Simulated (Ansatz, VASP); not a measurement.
## One calculation of Co, two programs

```
CELL_PARAMETERS angstrom
-1.41759 1.41759 1.41759
1.41759 -1.41759 1.41759
1.41759 1.41759 -1.41759
ATOMIC_POSITIONS crystal
Co 0.00000 0.00000 0.00000
```

Alike in both runs: task single point; functional r2SCAN; k mesh 18 × 18 × 18; occupations fermi-dirac, width 0.05 eV; collinear spin.

```csv
,VASP,Ansatz
version,VASP 6.6.1,Ansatz 0.2.0
potentials or method,"VASP PAW PBE potentials, release 64 (Co), cutoff 520 eV","plane waves (500 eV) with PAW, scalar-relativistic"
valence electrons in the cell,9,17
```

```tsv
	VASP	Ansatz	Ansatz less VASP
pressure (GPa)	-7.5	-7.6	-0.08
net moment per atom (μB)	1.91	1.92	+0.009
size of the moment on the site where the two differ most (μB)	1.98	2.04	+0.063
```

VASP's potentials were made for PBE, not for r2SCAN. Site moments also hang on the region over which each program counts them. VASP's potentials hold 9 valence electrons a cell and Ansatz's 17, so a difference there can come from the potentials and not from the codes. Ansatz's warnings: stability check not made.
